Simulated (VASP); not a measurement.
# Lu (Pm-3m) in VASP: further runs

The runs below take Lu through single point, relaxation of cell and atoms, with PBE.

Program: VASP 6.6.1. These are calculated values, not measurements. Logs are shortened: lines on timing, memory, paths and dates and some standing lists are left out, and cuts for length are marked.

**1. The cell of the first run**

It takes space group Pm-3m (No. 221, cubic). The conventional cell has a = 4.716 Å, b = 4.716 Å, c = 4.716 Å, α = 90.00°, β = 90.00°, γ = 90.00°. Lu (site symmetry 4/mmm) has 8 Lu at 3.34 Å within 4.4 Å.

The cell was generated, and may not be a known phase.

**2. Single point, PBE**

Contents of INCAR:

```
PREC = Accurate
ENCUT = 520
EDIFF = 1E-6
ISMEAR = 0
SIGMA = 0.1
LREAL = F
LASPH = T
NELM = 60
ALGO = Normal
ISIF = 2
LWAVE = F
LCHARG = F
GGA = PE
NBANDS = 44
```

Contents of KPOINTS:

```
regular mesh
0
Gamma
  4 4 4
```

Contents of POSCAR:

```
Lu
1.0
    4.7164327829      0.0000000000      0.0000000000
    0.0000000000      4.7164327829      0.0000000000
    0.0000000000      0.0000000000      4.7164327829
Lu
3
Direct
    0.5000000000      0.0000000000      0.0000000000
    0.0000000000      0.5000000000      0.0000000000
    0.0000000000      0.0000000000      0.5000000000
```

Potentials or basis: VASP PAW PBE potentials, release 64 (Lu).

Run with:

```
$ cat potpaw_PBE.64/Lu/POTCAR > POTCAR
$ mpirun -np 1 vasp_std > vasp.out
```

OUTCAR:

```text
PREC = Accurate
   ENCUT = 520
   EDIFF = 1E-6
   ISMEAR = 0
   LREAL = F
   LASPH = T
   NELM = 60
   ISIF = 2
   GGA = PE

 ion  position               nearest neighbor table
   1  0.500  0.000  0.000-   2 3.34   3 3.34   3 3.34   2 3.34   2 3.34   3 3.34   3 3.34   2 3.34

   2  0.000  0.500  0.000-   1 3.34   3 3.34   3 3.34   1 3.34   3 3.34   3 3.34   1 3.34   1 3.34

   3  0.000  0.000  0.500-   1 3.34   2 3.34   1 3.34   2 3.34   2 3.34   2 3.34   1 3.34   1 3.34

  LATTYP: Found a simple cubic cell.
 ALAT       =     4.7164327829

  Lattice vectors:

 A1 = (   4.7164327829,   0.0000000000,   0.0000000000)
 A2 = (   0.0000000000,   4.7164327829,   0.0000000000)
 A3 = (   0.0000000000,   0.0000000000,   4.7164327829)

Analysis of symmetry for initial positions (statically):
=====================================================================
 Subroutine PRICEL returns:
 Original cell was already a primitive cell.

 Routine SETGRP: Setting up the symmetry group for a
 simple cubic supercell.

 Subroutine GETGRP returns: Found 48 space group operations
 (whereof 48 operations were pure point group operations)
 out of a pool of 48 trial point group operations.

The static configuration has the point symmetry O_h .

Analysis of symmetry for dynamics (positions and initial velocities):
=====================================================================
 Subroutine PRICEL returns:
 Original cell was already a primitive cell.

 Routine SETGRP: Setting up the symmetry group for a
 simple cubic supercell.

 Subroutine GETGRP returns: Found 48 space group operations
 (whereof 48 operations were pure point group operations)
 out of a pool of 48 trial point group operations.

The dynamic configuration has the point symmetry O_h .

 Subroutine INISYM returns: Found 48 space group operations
 (whereof 48 operations are pure point group operations),
 and found     1 'primitive' translations

----------------------------------------------------------------------------------------

                                     Primitive cell

  volume of cell :     104.9158

  direct lattice vectors                    reciprocal lattice vectors
     4.716432783  0.000000000  0.000000000     0.212024648  0.000000000  0.000000000
     0.000000000  4.716432783  0.000000000     0.000000000  0.212024648  0.000000000
     0.000000000  0.000000000  4.716432783     0.000000000  0.000000000  0.212024648

  length of vectors
     4.716432783  4.716432783  4.716432783     0.212024648  0.212024648  0.212024648

  position of ions in fractional coordinates (direct lattice)
     0.500000000  0.000000000  0.000000000
     0.000000000  0.500000000  0.000000000
     0.000000000  0.000000000  0.500000000

  ion indices of the primitive-cell ions
   primitive index   ion index
                 1           1
                 2           2
                 3           3

----------------------------------------------------------------------------------------

 KPOINTS: regular mesh

Automatic generation of k-mesh.
 Grid dimensions read from file:
 generate k-points for:    4    4    4

 Generating k-lattice:

  Cartesian coordinates                     Fractional coordinates (reciprocal lattice)
     0.053006162  0.000000000  0.000000000     0.250000000  0.000000000  0.000000000
     0.000000000  0.053006162  0.000000000     0.000000000  0.250000000  0.000000000
     0.000000000  0.000000000  0.053006162     0.000000000  0.000000000  0.250000000

  Length of vectors
     0.053006162  0.053006162  0.053006162

  Shift w.r.t. Gamma in fractional coordinates (k-lattice)
     0.000000000  0.000000000  0.000000000

 Subroutine IBZKPT returns following result:
 ===========================================

 Found     10 irreducible k-points:

 Following reciprocal coordinates:
            Coordinates               Weight
  0.000000  0.000000  0.000000      1.000000
  0.250000  0.000000  0.000000      6.000000
  0.500000  0.000000  0.000000      3.000000
  0.250000  0.250000  0.000000     12.000000
  0.500000  0.250000  0.000000     12.000000
  0.500000  0.500000  0.000000      3.000000
  0.250000  0.250000  0.250000      8.000000
  0.500000  0.250000  0.250000     12.000000
  0.500000  0.500000  0.250000      6.000000
  0.500000  0.500000  0.500000      1.000000
   k-points           NKPTS =     10   k-points in BZ     NKDIM =     10   number of bands    NBANDS=     44
   number of dos      NEDOS =    301   number of ions     NIONS =      3
   total plane-waves  NPLWV =  46656
   dimension x,y,z NGX =    36 NGY =   36 NGZ =   36
   dimension x,y,z NGXF=    72 NGYF=   72 NGZF=   72
   ions per type =               3
   NGX,Y,Z   is equivalent  to a cutoff of  12.69, 12.69, 12.69 a.u.
   NGXF,Y,Z  is equivalent  to a cutoff of  25.38, 25.38, 25.38 a.u.
 SYSTEM =  unknown system
   PREC   = accura    normal or accurate (medium, high low for compatibility)
   ISTART =      0    job   : 0-new  1-cont  2-samecut
   ICHARG =      2    charge: 1-file 2-atom 10-const
   ISPIN  =      1    spin polarized calculation?
   LNONCOLLINEAR =      F non collinear calculations
   LSORBIT =      F    spin-orbit coupling
   LASPH  =      T    aspherical Exc in radial PAW
   ENCUT  =  520.0 eV  38.22 Ry    6.18 a.u.   8.77  8.77  8.77*2*pi/ulx,y,z
   NELM   =     60;   NELMIN=  2; NELMDL= -5     # of ELM steps
   EDIFF  = 0.1E-05   stopping-criterion for ELM
   LREAL  =      F    real-space projection
   EDIFFG = 0.1E-04   stopping-criterion for IOM
   NSW    =      0    number of steps for IOM
   IBRION =     -1    ionic relax: 0-MD 1-quasi-New 2-CG
   NFREE  =      0    steps in history (QN), initial steepest desc. (CG)
   ISIF   =      2    stress and relaxation
   ISYM   =      2    0-nonsym 1-usesym 2-fastsym
   POTIM  = 0.5000    time-step for ionic-motion
   TEBEG  =    0.0;   TEEND  =   0.0 temperature during run
   PSTRESS=    0.0 pullay stress
   NELECT =      75.0000    total number of electrons
   NUPDOWN=      -1.0000    fix difference up-down
   EMIN   =  10.00;   EMAX   =-10.00  energy-range for DOS
   EFERMI =   0.00;   METHOD = LEGACY
   ISMEAR =     0;   SIGMA  =   0.10  broadening in eV -4-tet -1-fermi 0-gaus
   EFERMI_NEDOS =   21; number of points for ismear=-14 and -15
   IALGO  =     38    algorithm
   IMIX   =      4    mixing-type and parameters
     AMIX     =   0.40;   BMIX     =  1.00
     AMIX_MAG =   1.60;   BMIX_MAG =  1.00
  volume/ion in A,a.u.               =      34.97       236.00
  Fermi-wavevector in a.u.,A,eV,Ry     =   1.463800  2.766180 29.153327  2.142709
  Thomas-Fermi vector in A             =   2.579851
   LORBIT       =      0    0 simple, 1 ext, 2 COOP (PROOUT), +10 PAW based schemes
   GGA     = PE    functional components
   LHFCALC =     F    Hartree Fock is set to
   AEXX    =    0.0000 exact exchange contribution
   IVDW    =     0    specifies the selected vdW correction
   LEPSILON=     F    determine dielectric tensor
   LRPA    =     F    only Hartree local field effects (RPA)
 non-spin polarized calculation
 Gauss-broadening in eV      SIGMA  =   0.10
  energy-cutoff  :      520.00
  volume of cell :      104.92
 maximum number of plane-waves:      2872
 NGX is ok and might be reduce to    36
   NGX = 17   NGY = 17   NGZ = 17

 number of electron      74.9999948 magnetization

 Free energy of the ion-electron system (eV)
  ---------------------------------------------------
  ext. energy  EPLUGINS =         0.00000000
  ---------------------------------------------------
  free energy    TOTEN  =       -11.40484147 eV

  energy without entropy =      -11.36598867  energy(sigma->0) =      -11.38541507

 E-fermi :   1.3225     XC(G=0):  -9.6957

 val. band max:        1.3146264634   @ k =   0.2500   0.2500   0.0000
 cond. band min:       1.3836957351   @ k =   0.2500   0.0000   0.0000
 fundamental gap:      0.0690692716
 Fermi energy:         1.3225340245

 k-point     1 :       0.0000    0.0000    0.0000
  band No.  band energies     occupation
      1     -55.2138      2.00000
      2     -55.1673      2.00000
      3     -55.1673      2.00000
      4     -26.0716      2.00000
      5     -26.0716      2.00000
      6     -26.0716      2.00000
[... 36 lines left out ...]
     43       4.1985      0.00000
     44       5.1596      0.00000

 k-point     2 :       0.2500    0.0000    0.0000
  band No.  band energies     occupation
      1     -55.2079      2.00000
      2     -55.1732      2.00000
      3     -55.1673      2.00000
      4     -26.0358      2.00000
      5     -26.0358      2.00000
      6     -26.0140      2.00000
[... 36 lines left out ...]
     43       3.5265      0.00000
     44       4.6734      0.00000

 k-point     3 :       0.5000    0.0000    0.0000
  band No.  band energies     occupation
      1     -55.1983      2.00000
      2     -55.1828      2.00000
      3     -55.1672      2.00000
      4     -25.9863      2.00000
      5     -25.9863      2.00000
      6     -25.9020      2.00000
[... 36 lines left out ...]
     43       3.6674      0.00000
     44       3.8429      0.00000

 k-point     4 :       0.2500    0.2500    0.0000
  band No.  band energies     occupation
      1     -55.2026      2.00000
      2     -55.1750      2.00000
      3     -55.1706      2.00000
      4     -26.0544      2.00000
      5     -25.9978      2.00000
      6     -25.9393      2.00000
[... 224 lines left out ...]
     43       2.9214      0.00000
     44       4.3916      0.00000

 k-point     9 :       0.5000    0.5000    0.2500
  band No.  band energies     occupation
      1     -55.1827      2.00000
      2     -55.1827      2.00000
      3     -55.1827      2.00000
      4     -26.1226      2.00000
      5     -26.0528      2.00000
      6     -25.9956      2.00000
[... 36 lines left out ...]
     43       3.1924      0.00000
     44       3.7012      0.00000

 k-point    10 :       0.5000    0.5000    0.5000
  band No.  band energies     occupation
      1     -55.1826      2.00000
      2     -55.1826      2.00000
      3     -55.1826      2.00000
      4     -26.1959      2.00000
      5     -26.0524      2.00000
      6     -26.0524      2.00000
[... 36 lines left out ...]
     43       3.2671      0.00000
     44       3.2671      0.00000

------------------------ aborting loop because EDIFF is reached ----------------------------------------

  FORCE on cell =-STRESS in cart. coord.  units (eV):
  Direction    XX          YY          ZZ          XY          YZ          ZX
  --------------------------------------------------------------------------------------
  -------------------------------------------------------------------------------------
  Total        0.1967529      0.1967529      0.1967529      0.0000000     -0.0000000      0.0000000
  in kB        3.0046283      3.0046283      3.0046283      0.0000000     -0.0000000      0.0000000
  external PRESSURE =       3.0046283 kB  Pullay stress =       0.0000000 kB

 VOLUME and BASIS-vectors are now :
 -----------------------------------------------------------------------------
  energy-cutoff  :      520.00
  volume of cell :      104.92
      direct lattice vectors                 reciprocal lattice vectors
     4.716432783  0.000000000  0.000000000     0.212024648  0.000000000  0.000000000
     0.000000000  4.716432783  0.000000000     0.000000000  0.212024648  0.000000000
     0.000000000  0.000000000  4.716432783     0.000000000  0.000000000  0.212024648

 POSITION                                       TOTAL-FORCE (eV/Angst)
 -----------------------------------------------------------------------------------
      2.35822      0.00000      0.00000         0.000000      0.000000      0.000000
      0.00000      2.35822      0.00000         0.000000      0.000000      0.000000
      0.00000      0.00000      2.35822         0.000000      0.000000      0.000000
 -----------------------------------------------------------------------------------
    total drift:                                0.000000      0.000000     -0.000000

  FREE ENERGIE OF THE ION-ELECTRON SYSTEM (eV)
  ---------------------------------------------------
  free  energy   TOTEN  =       -11.4048414663 eV

  energy  without entropy=      -11.3659886664  energy(sigma->0) =      -11.38541507
```

It took 61 s on 1 thread of AMD EPYC 9755, shared host; peak memory 0.18 GiB.

What came out:

```
Free energy            : -11.4048 eV
Pressure               : 0.3 GPa
Band gap on the k mesh : zero (an odd number of electrons rules out a gap without spin polarisation)
```

Levels at points of the mesh, in eV from the Fermi level:
```csv
k point,band 33,band 34,band 35,band 36,band 37,band 38,band 39,band 40,band 41,band 42
"(0.00, 0.00, 0.00)",-5.19,-5.19,-1.89,-0.81,-0.81,-0.23,-0.23,-0.23,2.88,2.88
"(0.50, 0.00, 0.00)",-5.21,-3.91,-2.60,-0.80,0.19,0.59,0.59,0.86,1.31,1.31
"(0.50, 0.50, 0.00)",-5.18,-2.01,-2.01,-1.84,-0.64,0.39,0.87,0.90,0.90,1.68
"(0.50, 0.50, 0.50)",-5.18,-2.01,-2.01,-2.01,-1.24,0.58,1.32,1.32,1.32,1.94
```

Caveat: spin-orbit coupling is left out, which moves the levels of the heavy elements.

(Continued in part 2 of 2.)

The gap in the log of VASP goes by the Fermi energy; the results here count the filled bands.